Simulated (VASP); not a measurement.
Sr2SnB6: single point with PBE

Sr2SnB6:

```
Sr Sn B
1.0
     0.00000    3.99214    3.99214
     3.99214    0.00000    3.99214
     3.99214    3.99214    0.00000
Sr Sn B
2 1 6
Direct
  0.25000 0.25000 0.25000
  0.75000 0.75000 0.75000
  0.00000 0.00000 0.00000
  0.65600 0.34400 0.34400
  0.34400 0.65600 0.65600
  0.34400 0.65600 0.34400
  0.65600 0.34400 0.65600
  0.34400 0.34400 0.65600
  0.65600 0.65600 0.34400
```

The cell was generated, and may not be a known phase.

| Property | Result |
| --- | --- |
| Program | VASP 6.6.1 |
| Task | single point |
| Functional | PBE |
| Potentials or basis | VASP PAW PBE potentials, release 64 (Sr_sv, Sn_d, B) |
| Cutoff | 520 eV |
| k mesh | 8 × 8 × 8 |
| Occupations | gaussian, width 0.1 eV |
| Spin | no spin polarisation |

```json
{"Pressure": "0.3 GPa", "Largest force": "0.009 eV/Å", "Band gap on the k mesh": "zero (bands 26 and 27 overlap by 1.44 eV)"}
```

Forces on the atoms (eV/Å):
```
Sr   0.000  0.000  0.000
Sr   0.000  0.000  0.000
Sn   0.000  0.000  0.000
B   -0.009  0.000  0.000
B    0.009  0.000  0.000
B    0.000 -0.009  0.000
B    0.000  0.009  0.000
B    0.000  0.000 -0.009
B    0.000  0.000  0.009
```

Levels at points of the mesh, in eV from the Fermi level:
```
           k point  band 22  band 23  band 24  band 25  band 26  band 27  band 28  band 29  band 30  band 31
(0.00, 0.00, 0.00)    -2.87    -2.87    -2.87    -2.82    -2.82    -1.46     3.92     3.92     3.92     4.61
(0.50, 0.00, 0.00)    -3.42    -3.34    -3.34    -0.08    -0.08     1.04     1.04     2.52     2.59     2.98
(0.50, 0.50, 0.00)    -3.25    -2.65    -2.65    -2.38    -1.60    -0.01     0.84     2.60     2.60     3.81
```

Run time: 2.1 min on 1 thread of Intel(R) Xeon(R) Platinum 8488C (Sapphire Rapids), with other jobs on the host, peak memory 0.33 GiB.

Caveat: spin-orbit coupling is left out, which moves the levels of the heavy elements.
